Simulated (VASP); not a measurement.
SiNi2, 6 atoms in the cell. It takes space group P6_3/mmc (No. 194, hexagonal). The conventional cell has a = 3.870 Å, b = 3.870 Å, c = 4.927 Å, α = 90.00°, β = 90.00°, γ = 120.00°. Within 3.0 Å of Si (site symmetry -6m2) lie 11 Ni at 2.23 to 2.55 Å. Within 3.3 Å of Ni (site symmetry -3m) lie 8 Ni at 2.46 to 2.55 Å and 6 Si at 2.55 Å. Ni (site symmetry -6m2) has 5 Si at 2.23 to 2.46 Å and 6 Ni at 2.55 Å within 3.0 Å. 

| Property | Result |
| --- | --- |
| Program | VASP 6.6.1 |
| Task | single point |
| Functional | r2SCAN |
| Potentials or basis | VASP PAW PBE potentials, release 64 (Si, Ni) |
| Cutoff | 520 eV |
| k mesh | 12 × 12 × 10 |
| Occupations | gaussian, width 0.15 eV |
| Spin | no spin polarisation |
| Dipole correction | no |
| Further INCAR settings | ALGO = Normal; EDIFF = 1e-06; NBANDS = 33 |

Potentials or basis: VASP PAW PBE potentials, release 64 (Si, Ni).

Run with:

```console
$ cat potpaw_PBE.64/Si/POTCAR potpaw_PBE.64/Ni/POTCAR > POTCAR
$ cp INCAR.step1 INCAR
$ mpirun -np 1 vasp_std > vasp.out
$ cp INCAR.step2 INCAR
$ mpirun -np 1 vasp_std > vasp.out
```

Hardware: 1 thread of Intel(R) Xeon(R) Platinum 8488C (Sapphire Rapids), on a shared host.

Q: How long does it take, and how much memory?

A: It took 12 min on 1 thread of Intel(R) Xeon(R) Platinum 8488C (Sapphire Rapids), on a shared host, peak memory 0.32 GiB. Counts: k points 114.
